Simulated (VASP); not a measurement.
Write the native input for VASP 6.6.1 that does the following.

```
Task                   : relaxation of shape and atoms at fixed volume
Functional             : PBE
Potentials or basis    : VASP PAW PBE potentials, release 64 (C)
Cutoff                 : 600 eV
k mesh                 : 12 × 12 × 2
Occupations            : gaussian, width 0.02 eV
Spin                   : no spin polarisation
Dipole correction      : no
Further INCAR settings : ALGO = Normal; EDIFF = 1e-06; IBRION = 2; EDIFFG = -0.01; NSW = 50; ISIF = 4
```

The structure of C lies in POSCAR:

```
C
1.0
    2.4151192889      0.0000000000      0.0000000000
   -1.2075596444      2.0915546573      0.0000000000
    0.0000000000      0.0000000000     11.9125330290
C
12
Direct
    0.0000000000      0.0000000000      0.1869518842
    0.0000000000      0.0000000000      0.6869518842
    0.0000000000      0.0000000000      0.3130481158
    0.0000000000      0.0000000000      0.8130481158
    0.3333333333      0.6666666667      0.5207833776
    0.6666666667      0.3333333333      0.0207833776
    0.3333333333      0.6666666667      0.9792166224
    0.6666666667      0.3333333333      0.4792166224
    0.3333333333      0.6666666667      0.6450741249
    0.6666666667      0.3333333333      0.1450741249
    0.3333333333      0.6666666667      0.8549258751
    0.6666666667      0.3333333333      0.3549258751
```

The input as run:

INCAR

```
PREC = Accurate ; ENCUT = 600
EDIFF = 1E-6 ; ISMEAR = 0
SIGMA = 0.02 ; LREAL = F
LASPH = T ; NELM = 60
ALGO = Normal ; ISIF = 4
LWAVE = F ; LCHARG = F
GGA = PE ; IBRION = 2
NSW = 50 ; EDIFFG = -0.01
```

KPOINTS

```
regular mesh
0
Gamma
  12 12 2
```

Potentials or basis: VASP PAW PBE potentials, release 64 (C).

Run with:

```sh
$ cat potpaw_PBE.64/C/POTCAR > POTCAR
$ mpirun -np 1 vasp_std > vasp.out
```

Results of the run:

```yaml
Energy_gained_by_relaxing: 0.0 meV/atom
Ionic_steps: 3
Pressure_after_relaxing: 70.4 GPa
Largest_force_after_relaxing: 0.004 eV/Å
Band_gap_on_the_k_mesh: 4.76 eV (least direct gap 5.66 eV)
```

It took 4.2 min on 1 thread of Intel Xeon 8259CL, with other jobs on the host, peak memory 0.21 GiB.
